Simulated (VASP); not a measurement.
Here is a VASP 6.6.1 calculation.

INCAR

```
SYSTEM = BaS
ALGO = Normal
EDIFF = 1E-8
ENCUT = 520
GGA = PS
ISIF = 2
ISMEAR = -1
LASPH = .TRUE.
LCHARG = .FALSE.
LEFG = .TRUE.
LREAL = .FALSE.
LWAVE = .FALSE.
NBANDS = 15
NELM = 100
PREC = Accurate
SIGMA = 0.02
```

The input KPOINTS:

```
k-points
0
G
  8 8 8
  0 0 0
```

Contents of POSCAR:

```
BaS
1.0
    0.0000000000      3.1830684821      3.1830684821
    3.1830684821      0.0000000000      3.1830684821
    3.1830684821      3.1830684821      0.0000000000
Ba S
1 1
Direct
    0.0000000000      0.0000000000      0.0000000000
    0.5000000000      0.5000000000      0.5000000000
```

Potentials or basis: VASP PAW PBE potentials, release 64 (Ba_sv, S).

Command:

```console
$ cat potpaw_PBE.64/Ba_sv/POTCAR potpaw_PBE.64/S/POTCAR > POTCAR
$ mpirun -np 1 vasp_std > vasp.out
```

Q: What does it give for the band gap on the k mesh?

A: 1.96 eV (least direct gap 2.10 eV).

Q: Estimate the pressure.

A: -0.1 GPa.

Caveat: the PAW data sets were made with another functional, which shifts forces and pressure a little; spin-orbit coupling is left out, which moves the levels of the heavy elements. A k mesh can miss the band edges.
